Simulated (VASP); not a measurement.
Here is a VASP 6.6.1 calculation.

Contents of INCAR:

```
  ALGO = Normal
  EDIFF = 1E-7
  ENCUT = 520
  GGA = PE
  ISIF = 2
  ISMEAR = 0
  LASPH = True
  LCHARG = False
  LREAL = False
  LWAVE = False
  NBANDS = 11
  NELM = 80
  PREC = Accurate
  SIGMA = 0.01
```

The input KPOINTS:

```
k-points
0
Gamma
  6 6 6
```

File POSCAR:

```
SiC
1.0
    0.0000000000      2.1780523450      2.1344912981
    2.1780523450      0.0000000000      2.1344912981
    2.1780523450      2.1780523450      0.0000000000
Si C
1 1
Direct
    0.0000000000      0.0000000000      0.0000000000
    0.2500000000      0.2500000000      0.2500000000
```

Potentials or basis: VASP PAW PBE potentials, release 64 (Si, C).

Command:

```console
$ cat potpaw_PBE.64/Si/POTCAR potpaw_PBE.64/C/POTCAR > POTCAR
$ mpirun -np 1 vasp_std > vasp.out
```

What does it give for the pressure?

8.3 GPa.

What does it give for the band gap on the k mesh?

1.12 eV, indirect (least direct gap 4.53 eV).

Stress tensor (GPa, compression positive):
```
 6.61  0.00  0.00
 0.00  6.61  0.00
 0.00  0.00 11.57
```

Caveat: the cell differs from its parent crystal (uniaxial z strain -2.0%). A k mesh can miss the band edges.
